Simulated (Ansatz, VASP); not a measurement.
**ZrOs in VASP and in Ansatz**

```
CELL_PARAMETERS angstrom
2.67345 0.00000 0.00000
0.00000 2.67345 0.00000
0.00000 0.00000 2.67345
ATOMIC_POSITIONS crystal
Zr 0.50000 0.50000 0.50000
Os 0.00000 0.00000 0.00000
```

Change from the starting cell: volume scaled by 0.55, PAW files.

Alike in both runs: task electric field gradients; functional LDA; k mesh 11 × 11 × 11; occupations fermi-dirac, width 0.05 eV; no spin polarisation.

|  | VASP | Ansatz |
| --- | --- | --- |
| version | VASP 6.6.1 | Ansatz 0.2.0 |
| potentials or method | VASP PAW LDA potentials, release 64 (Zr_sv, Os) | PAW with Ansatz's default frozen-core files, scalar-relativistic |
| plane-wave cutoff (eV) | 520 | 420 |
| valence electrons in the cell | 20 | 28 |

Ansatz gave:

```
pressure (GPa) : 413.4
```

Q: Which values does VASP return?

A: Pressure (GPa): 435.2.

LDA's correlation is that of Perdew and Zunger in VASP and of Perdew and Wang (1992) in Ansatz. Both programs put the cell under a high pressure, so it lies far from rest at this level. VASP's potentials hold 20 valence electrons a cell and Ansatz's 28, so a difference there can come from the potentials and not from the codes.

Neither program's run includes spin-orbit coupling. Noted on VASP's run: the cell as given lies far from equilibrium.
